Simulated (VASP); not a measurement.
Runs of VASP 6.6.1 on HgTe (Coloradoite). The structure is that of space group F-43m (No. 216), or close to it. The cells are those of the table. 

| cell | gap on the mesh (eV) | pressure (GPa) |
| --- | --- | --- |
| a = 4.546 Å, angles 60.0°, 2 atoms | none | 4.7 |
| a = 4.569, b = 4.569, c = 4.546 Å, angles 60.2, 60.2, 59.7°, 2 atoms | none | 4.1 |
| a = 4.523, b = 4.523, c = 4.546 Å, angles 59.8, 59.8, 60.3°, 2 atoms | 0.03 | 5.3 |
| a = 4.615, b = 4.615, c = 4.546 Å, angles 60.5, 60.5, 59.0°, 2 atoms | none | 3.1 |
| a = 4.501, b = 4.501, c = 4.546 Å, angles 59.7, 59.7, 60.7°, 2 atoms | (b) | (a) |

Alike in all rows: task single point; level PBE; potentials or basis VASP PAW PBE potentials, release 64 (Hg, Te); no spin polarisation; k mesh 6 × 6 × 6; cutoff (eV) 520; smearing gaussian 0.05 eV.

Fill in the values left out.

(a) 5.9; (b) 0.07.

Caveats: spin-orbit coupling is left out, which moves the levels of the heavy elements.

A k mesh can miss the band edges, and the runs leave out spin-orbit coupling on Hg, Te.

A gap of «none» marks levels without a gap at the run's occupations.
